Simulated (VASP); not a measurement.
Input of a VASP 6.6.1 run:

File INCAR:

```
SYSTEM = AlN
PREC = Accurate ; ENCUT = 600
EDIFF = 1E-6 ; ISMEAR = -1
SIGMA = 0.02 ; LREAL = .False.
LASPH = .True. ; NELM = 120
ALGO = Normal ; ISIF = 2
LWAVE = .False. ; LCHARG = .False.
GGA = PE ; NBANDS = 11
GGA_COMPAT = .False.
```

Contents of KPOINTS:

```
Automatic mesh
0
Gamma
  10 10 10
  0 0 0
```

POSCAR

```
AlN
1.0
    0.0000000000      1.9613773654      1.9613773654
    1.9613773654      0.0000000000      1.9613773654
    1.9613773654      1.9613773654      0.0000000000
Al N
1 1
Direct
    0.0000000000      0.0000000000      0.0000000000
    0.5000000000      0.5000000000      0.5000000000
```

Potentials or basis: VASP PAW PBE potentials, release 64 (Al, N).

Launch:

```bash
$ cat potpaw_PBE.64/Al/POTCAR potpaw_PBE.64/N/POTCAR > POTCAR
$ mpirun -np 1 vasp_std > vasp.out
```

Question: What does it give for the band gap on the k mesh?

Answer: 5.13 eV, indirect (least direct gap 7.05 eV).

Question: Predict the pressure.

Answer: 34.3 GPa.

 A k mesh can miss the band edges.
